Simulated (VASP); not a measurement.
# NaLiAlCl4 (F-43m) in VASP: notebook

Runs on NaLiAlCl4. Level: PBE. Tasks: single point, relaxation of cell and atoms.

Everything below comes from runs of VASP 6.6.1. Logs are shortened: lines on timing, memory, paths and dates and some standing lists are left out, and cuts for length are marked.

### Step 1. The cell of the first run

Symmetry: F-43m, No. 216, cubic system. The conventional cell has a = 10.612 Å, b = 10.612 Å, c = 10.612 Å, α = 90.00°, β = 90.00°, γ = 90.00°. Na (site symmetry -43m) has 12 Cl at 4.42 Å and 4 Li at 4.60 Å and 6 Al at 5.31 Å within 5.8 Å. Li (site symmetry -43m) has 4 Cl at 2.42 Å within 3.2 Å. Within 2.9 Å of Al (site symmetry -43m) lie 4 Cl at 2.17 Å. Cl (site symmetry 3m) has 1 Al at 2.17 Å and 1 Li at 2.42 Å within 2.9 Å.

### Step 2. Single point, PBE

Input file INCAR:

```
PREC = Accurate
ENCUT = 520
EDIFF = 1E-6
ISMEAR = 0
SIGMA = 0.1
LREAL = F
LASPH = T
NELM = 100
ALGO = Normal
ISIF = 2
LWAVE = F
LCHARG = F
GGA = PE
NBANDS = 30
```

Input file KPOINTS:

```
Automatic mesh
0
Gamma
  6 6 6
```

Input file POSCAR:

```
NaLiAlCl4
1.0
    0.0000000000      5.3061044813      5.3061044813
    5.3061044813      0.0000000000      5.3061044813
    5.3061044813      5.3061044813      0.0000000000
Na Li Al Cl
1 1 1 4
Direct
    0.0000000000      0.0000000000      0.0000000000
    0.7500000000      0.7500000000      0.7500000000
    0.5000000000      0.5000000000      0.5000000000
    0.1453923984      0.6182025339      0.6182025339
    0.6182025339      0.1453923984      0.6182025339
    0.6182025339      0.6182025339      0.1453923984
    0.6182025339      0.6182025339      0.6182025339
```

Potentials or basis: VASP PAW PBE potentials, release 64 (Na_pv, Li_sv, Al, Cl).

Command:

```sh
$ cat potpaw_PBE.64/Na_pv/POTCAR potpaw_PBE.64/Li_sv/POTCAR potpaw_PBE.64/Al/POTCAR potpaw_PBE.64/Cl/POTCAR > POTCAR
$ mpirun -np 1 vasp_std > vasp.out
```

OUTCAR:

```text
PREC = Accurate
   ENCUT = 520
   EDIFF = 1E-6
   ISMEAR = 0
   LREAL = F
   LASPH = T
   NELM = 100
   ISIF = 2
   GGA = PE

 ion  position               nearest neighbor table
   1  0.000  0.000  0.000-
   2  0.750  0.750  0.750-   7 2.42   5 2.42   6 2.42   4 2.42
   3  0.500  0.500  0.500-   4 2.17   5 2.17   6 2.17   7 2.17
   4  0.145  0.618  0.618-   3 2.17   2 2.42
   5  0.618  0.145  0.618-   3 2.17   2 2.42
   6  0.618  0.618  0.145-   3 2.17   2 2.42
   7  0.618  0.618  0.618-   3 2.17   2 2.42

  LATTYP: Found a face centered cubic cell.
 ALAT       =    10.6122089626

  Lattice vectors:

 A1 = (   0.0000000000,   5.3061044813,   5.3061044813)
 A2 = (   5.3061044813,   0.0000000000,   5.3061044813)
 A3 = (   5.3061044813,   5.3061044813,   0.0000000000)

Analysis of symmetry for initial positions (statically):
=====================================================================
 Subroutine PRICEL returns:
 Original cell was already a primitive cell.

 Routine SETGRP: Setting up the symmetry group for a
 face centered cubic supercell.

 Subroutine GETGRP returns: Found 24 space group operations
 (whereof 24 operations were pure point group operations)
 out of a pool of 48 trial point group operations.

The static configuration has the point symmetry T_d .

Analysis of symmetry for dynamics (positions and initial velocities):
=====================================================================
 Subroutine PRICEL returns:
 Original cell was already a primitive cell.

 Routine SETGRP: Setting up the symmetry group for a
 face centered cubic supercell.

 Subroutine GETGRP returns: Found 24 space group operations
 (whereof 24 operations were pure point group operations)
 out of a pool of 48 trial point group operations.

The dynamic configuration has the point symmetry T_d .

 Subroutine INISYM returns: Found 24 space group operations
 (whereof 24 operations are pure point group operations),
 and found     1 'primitive' translations

----------------------------------------------------------------------------------------

                                     Primitive cell

  volume of cell :     298.7840

  direct lattice vectors                    reciprocal lattice vectors
     0.000000000  5.306104481  5.306104481    -0.094231088  0.094231088  0.094231088
[... 89 lines left out ...]
   EDIFFG = 0.1E-04   stopping-criterion for IOM
   NSW    =      0    number of steps for IOM
   IBRION =     -1    ionic relax: 0-MD 1-quasi-New 2-CG
   NFREE  =      0    steps in history (QN), initial steepest desc. (CG)
   ISIF   =      2    stress and relaxation
   ISYM   =      2    0-nonsym 1-usesym 2-fastsym
   POTIM  = 0.5000    time-step for ionic-motion
   TEBEG  =    0.0;   TEEND  =   0.0 temperature during run
   PSTRESS=    0.0 pullay stress
   NELECT =      41.0000    total number of electrons
   NUPDOWN=      -1.0000    fix difference up-down
   EMIN   =  10.00;   EMAX   =-10.00  energy-range for DOS
   EFERMI =   0.00;   METHOD = LEGACY
   ISMEAR =     0;   SIGMA  =   0.10  broadening in eV -4-tet -1-fermi 0-gaus
   EFERMI_NEDOS =   21; number of points for ismear=-14 and -15
   IALGO  =     38    algorithm
   IMIX   =      4    mixing-type and parameters
     AMIX     =   0.40;   BMIX     =  1.00
     AMIX_MAG =   1.60;   BMIX_MAG =  1.00
  volume/ion in A,a.u.               =      42.68       288.04
  Fermi-wavevector in a.u.,A,eV,Ry     =   0.844404  1.595692  9.701202  0.713018
  Thomas-Fermi vector in A             =   1.959427
   LORBIT       =      0    0 simple, 1 ext, 2 COOP (PROOUT), +10 PAW based schemes
   GGA     = PE    functional components
   LHFCALC =     F    Hartree Fock is set to
   AEXX    =    0.0000 exact exchange contribution
   IVDW    =     0    specifies the selected vdW correction
   LEPSILON=     F    determine dielectric tensor
   LRPA    =     F    only Hartree local field effects (RPA)
 non-spin polarized calculation
 Gauss-broadening in eV      SIGMA  =   0.10
  energy-cutoff  :      520.00
  volume of cell :      298.78
 maximum number of plane-waves:      8080
   NGX = 27   NGY = 27   NGZ = 27

 number of electron      40.9999985 magnetization

 Free energy of the ion-electron system (eV)
  ---------------------------------------------------
  ext. energy  EPLUGINS =         0.00000000
  ---------------------------------------------------
  free energy    TOTEN  =       -22.89189453 eV

  energy without entropy =      -22.87002295  energy(sigma->0) =      -22.88095874

 E-fermi :   1.4548     XC(G=0):  -5.6598

 val. band max:        1.4339065414   @ k =   0.5000   0.3333   0.1667
 cond. band min:       1.4961380237   @ k =   0.5000   0.0000   0.0000
 fundamental gap:      0.0622314823
 Fermi energy:         1.4548074055

 k-point     1 :       0.0000    0.0000    0.0000
  band No.  band energies     occupation
      1     -47.7464      2.00000
      2     -24.8467      2.00000
      3     -24.8467      2.00000
      4     -24.8467      2.00000
      5     -17.1306      2.00000
      6     -16.5951      2.00000
[... 517 lines left out ...]
     29       4.9539      0.00000
     30       5.2292      0.00000

------------------------ aborting loop because EDIFF is reached ----------------------------------------

  FORCE on cell =-STRESS in cart. coord.  units (eV):
  Direction    XX          YY          ZZ          XY          YZ          ZX
  --------------------------------------------------------------------------------------
  -------------------------------------------------------------------------------------
  Total       -0.1329488     -0.1329488     -0.1329488      0.0000000      0.0000000      0.0000000
  in kB       -0.7129148     -0.7129148     -0.7129148      0.0000000      0.0000000      0.0000000
  external PRESSURE =      -0.7129148 kB  Pullay stress =       0.0000000 kB

 VOLUME and BASIS-vectors are now :
 -----------------------------------------------------------------------------
  energy-cutoff  :      520.00
  volume of cell :      298.78
      direct lattice vectors                 reciprocal lattice vectors
     0.000000000  5.306104481  5.306104481    -0.094231088  0.094231088  0.094231088
     5.306104481  0.000000000  5.306104481     0.094231088 -0.094231088  0.094231088
     5.306104481  5.306104481  0.000000000     0.094231088  0.094231088 -0.094231088

 POSITION                                       TOTAL-FORCE (eV/Angst)
 -----------------------------------------------------------------------------------
      0.00000      0.00000      0.00000         0.000000      0.000000      0.000000
      7.95916      7.95916      7.95916         0.000000      0.000000      0.000000
      5.30610      5.30610      5.30610         0.000000      0.000000      0.000000
      6.56049      4.05171      4.05171        -0.016872      0.016872      0.016872
      4.05171      6.56049      4.05171         0.016872     -0.016872      0.016872
      4.05171      4.05171      6.56049         0.016872      0.016872     -0.016872
      6.56049      6.56049      6.56049        -0.016872     -0.016872     -0.016872
 -----------------------------------------------------------------------------------
    total drift:                               -0.000001     -0.000001     -0.000001

  FREE ENERGIE OF THE ION-ELECTRON SYSTEM (eV)
  ---------------------------------------------------
  free  energy   TOTEN  =       -22.8918945296 eV

  energy  without entropy=      -22.8700229465  energy(sigma->0) =      -22.88095874
```

It took 2.2 min on 1 thread of AMD EPYC 9R45 (Zen 5), shared host; peak memory 0.47 GiB.

What came out:

| Property | Result |
| --- | --- |
| Free energy | -22.8919 eV |
| Largest force | 0.029 eV/Å |

Forces in eV/Å, atoms in the order of the input:
```
Na   0.000  0.000  0.000
Li   0.000  0.000  0.000
Al   0.000  0.000  0.000
Cl  -0.017  0.017  0.017
Cl   0.017 -0.017  0.017
Cl   0.017  0.017 -0.017
Cl  -0.017 -0.017 -0.017
```

Levels at points of the mesh, in eV from the Fermi level:
| k point | band 19 | band 20 | band 21 | band 22 | band 23 | band 24 |
| --- | --- | --- | --- | --- | --- | --- |
| (0.00, 0.00, 0.00) | -5.28 | -5.28 | -0.77 | 0.58 | 1.64 | 1.64 |
| (0.50, 0.00, 0.00) | -5.51 | -5.28 | 0.04 | 0.50 | 1.65 | 2.30 |
| (0.50, 0.50, 0.00) | -5.44 | -5.44 | 0.12 | 1.17 | 1.51 | 2.43 |

Caveat: the cutoff is under 1.25 times the usual one of these potentials, so pressure, stress and relaxed cells hold a basis-set (Pulay) error; an odd number of electrons without spin polarisation forces a metal; a magnetic or distorted state may lie lower.

(Continued in part 2 of 2.)
